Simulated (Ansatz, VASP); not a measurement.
# One calculation of SbTePd, two programs

Contents of POSCAR:

```
SbTePd
1.0
    6.6142771500      0.0000000000      0.0000000000
    0.0000000000      6.6142771500      0.0000000000
    0.0000000000      0.0000000000      6.6142771500
Sb Te Pd
4 4 4
Direct
    0.6253423100      0.6253423100      0.6253423100
    0.8746576900      0.3746576900      0.1253423100
    0.1253423100      0.8746576900      0.3746576900
    0.3746576900      0.1253423100      0.8746576900
    0.3744222700      0.3744222700      0.3744222700
    0.1255777300      0.6255777300      0.8744222700
    0.8744222700      0.1255777300      0.6255777300
    0.6255777300      0.8744222700      0.1255777300
    1.0048597600      1.0048597600      1.0048597600
    0.4951402400     -0.0048597600      0.5048597600
    0.5048597600      0.4951402400     -0.0048597600
   -0.0048597600      0.5048597600      0.4951402400
```

The input INCAR.step1:

```
  ALGO = Normal
  EDIFF = 1E-4
  ENCUT = 520
  GGA = PE
  ISMEAR = -1
  LASPH = T
  LCHARG = F
  LREAL = F
  LWAVE = T
  NBANDS = 54
  NELM = 80
  PREC = Accurate
  SIGMA = 0.1
```

The input INCAR.step2:

```
  ALGO = Normal
  EDIFF = 1E-7
  ENCUT = 520
  ISIF = 2
  ISMEAR = -1
  ISTART = 1
  LASPH = T
  LCHARG = F
  LMIXTAU = T
  LREAL = F
  LWAVE = F
  METAGGA = R2SCAN
  NBANDS = 54
  NELM = 80
  PREC = Accurate
  SIGMA = 0.1
```

Contents of KPOINTS:

```
k-points
0
Gamma
  5 5 5
```

Input for Ansatz:

```yaml
crystal:
  lattice:
    - [6.61427715, 0.0, 0.0]
    - [0.0, 6.61427715, 0.0]
    - [0.0, 0.0, 6.61427715]
  atoms:
    - { symbol: Sb, position: [0.62534231, 0.62534231, 0.62534231] }
    - { symbol: Sb, position: [0.87465769, 0.37465769, 0.12534231] }
    - { symbol: Sb, position: [0.12534231, 0.87465769, 0.37465769] }
    - { symbol: Sb, position: [0.37465769, 0.12534231, 0.87465769] }
    - { symbol: Te, position: [0.37442227, 0.37442227, 0.37442227] }
    - { symbol: Te, position: [0.12557773, 0.62557773, 0.87442227] }
    - { symbol: Te, position: [0.87442227, 0.12557773, 0.62557773] }
    - { symbol: Te, position: [0.62557773, 0.87442227, 0.12557773] }
    - { symbol: Pd, position: [1.00485976, 1.00485976, 1.00485976] }
    - { symbol: Pd, position: [0.49514024, -0.00485976, 0.50485976] }
    - { symbol: Pd, position: [0.50485976, 0.49514024, -0.00485976] }
    - { symbol: Pd, position: [-0.00485976, 0.50485976, 0.49514024] }
  symmetry: { tolerance: 0.0003 }
hamiltonian:
  xc: r2scan
  pseudopotentials: { kind: paw, azcp: { folder: soft_1 } }
basis:
  ecutwfc: 500
magnetization:
  spin_polarized: false
scf:
  occupations: { method: fermi_dirac, width: 0.1 }
kpoints:
  mp_grid: { grid: [5, 5, 5], shift: [0, 0, 0] }
  band_path:
    path:
      - [0.0, 0.0, 0.0]
      - [0.0, 0.5, 0.0]
      - [0.5, 0.5, 0.0]
      - [0.0, 0.0, 0.0]
      - [0.5, 0.5, 0.5]
      - [0.0, 0.5, 0.0]
      - [0.5, 0.5, 0.5]
      - [0.5, 0.5, 0.0]
      - [0.5, 0.0, 0.0]
    npoints: 13
output:
  forces: true
  stress: true
  eigenvalues: true
  bader: true
  populations: true
  elf: true
  write_potential: true
  write_density: true
  volumetric_format: npy
  dos:
    e_range: [-12, 8]
    de: 0.05
    projected: { site_lists: { Pd: [Pd], Sb: [Sb], Te: [Te] } }
```

Alike in both runs: task single point; functional r2SCAN; k mesh 5 × 5 × 5; occupations fermi-dirac, width 0.1 eV; no spin polarisation.

```csv
,VASP,Ansatz
version,VASP 6.6.1,Ansatz 0.2.0
potentials or method,"VASP PAW PBE potentials, release 64 (Sb, Te, Pd), cutoff 520 eV",PAW plane waves
valence electrons in the cell,84,196
```

VASP gave:

```
pressure (GPa)                     : -0.2
rms of the force components (eV/Å) : 0.012
```

Q: Estimate Ansatz's values.

A: Pressure (GPa): 0.0; rms of the force components (eV/Å): 0.004.

VASP's potentials were made for PBE, not for r2SCAN. Atom by atom the forces differ by 0.010 eV/Å (rms over components). With one functional, cell and mesh, what is left measures potentials, basis and numerics. VASP's potentials hold 84 valence electrons a cell and Ansatz's 196, so a difference there can come from the potentials and not from the codes.

Neither program's run includes spin-orbit coupling.
